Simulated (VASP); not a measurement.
The system is Li2B.

```xyz
3
Lattice="2.5728 0.0000 0.0000 -1.2864 2.2281 0.0000 0.0000 0.0000 6.1991" Properties=species:S:1:pos:R:3 pbc="T T T"
Li    1.2864    0.7427    4.4618
Li    1.2864    0.7427    1.7373
B     0.0000    1.4854    0.0000
```

| Property | Result |
| --- | --- |
| Program | VASP 6.6.1 |
| Task | relaxation of cell and atoms |
| Functional | PBE |
| Potentials or basis | VASP PAW PBE potentials, release 64 (Li_sv, B) |
| Cutoff | 600 eV |
| k mesh | 24 × 24 × 8 |
| Occupations | gaussian, width 0.1 eV |
| Spin | no spin polarisation |

At the start: pressure -0.4 GPa; volume 11.85 Å³/atom.

Task: Where does the relaxation end?

Result: Over 8 steps the energy falls by 6.6 meV/atom and the volume is 11.32 Å³/atom (-4.4 %); space group P-6m2 (No. 187, to 0.05 Å).

Step by step:
| step | energy change (eV) | largest force (eV/Å) | pressure (GPa) | volume (Å³) |
| --- | --- | --- | --- | --- |
| 1 | 0.0000 | 0.0702 | -0.36 | 35.54 |
| 2 | -0.0081 | 0.0489 | -0.54 | 35.40 |
| 3 | -0.0164 | 0.0226 | -0.97 | 34.98 |
| 4 | -0.0168 | 0.0062 | -0.89 | 35.07 |
| 5 | -0.0187 | 0.0245 | -0.36 | 34.56 |
| 6 | -0.0190 | 0.0452 | 0.01 | 34.23 |
| 7 | -0.0193 | 0.0357 | 0.01 | 34.16 |
| 8 | -0.0198 | 0.0024 | 0.01 | 33.96 |

Final structure:
```xyz
3
Lattice="2.4934 0.0000 0.0000 -1.2467 2.1593 0.0000 0.0000 0.0000 6.3081" Properties=species:S:1:pos:R:3 pbc="T T T"
Li    1.2467    0.7198    4.5138
Li    1.2467    0.7198    1.7944
B     0.0000    1.4396    0.0000
```

Caveat: the cutoff is under 1.25 times the usual one of these potentials, so pressure, stress and relaxed cells hold a basis-set (Pulay) error.
